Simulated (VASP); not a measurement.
A run of VASP 6.6.1:

The input INCAR:

```
ALGO = Fast
EDIFF = 1E-8
ENCUT = 520
GGA = PE
ISIF = 2
ISMEAR = 0
LASPH = T
LCHARG = F
LEFG = T
LREAL = F
LWAVE = F
NBANDS = 21
NELM = 100
PREC = Accurate
SIGMA = 0.05
```

Contents of KPOINTS:

```
k-points
0
Gamma
  12 12 12
```

POSCAR

```
Sn
1.0
    0.0000000000      3.3272440539      3.3272440539
    3.3272440539      0.0000000000      3.3272440539
    3.3272440539      3.3272440539      0.0000000000
Sn
2
Direct
    0.0000000000      0.0000000000      0.0000000000
    0.2500000000      0.2500000000      0.2500000000
```

Potentials or basis: VASP PAW PBE potentials, release 64 (Sn_d).

Launch:

```bash
$ cat potpaw_PBE.64/Sn_d/POTCAR > POTCAR
$ mpirun -np 1 vasp_std > vasp.out
```

Hardware: 1 thread of Intel(R) Xeon(R) Platinum 8375C CPU @ 2.90GHz (Ice Lake), on a shared host.

Question: Estimate the wall time of this run.

Answer: Run time: 110 s on 1 thread of Intel(R) Xeon(R) Platinum 8375C CPU @ 2.90GHz (Ice Lake), on a shared host, peak memory 0.26 GiB. Counts: scf iterations 17, k points 72.
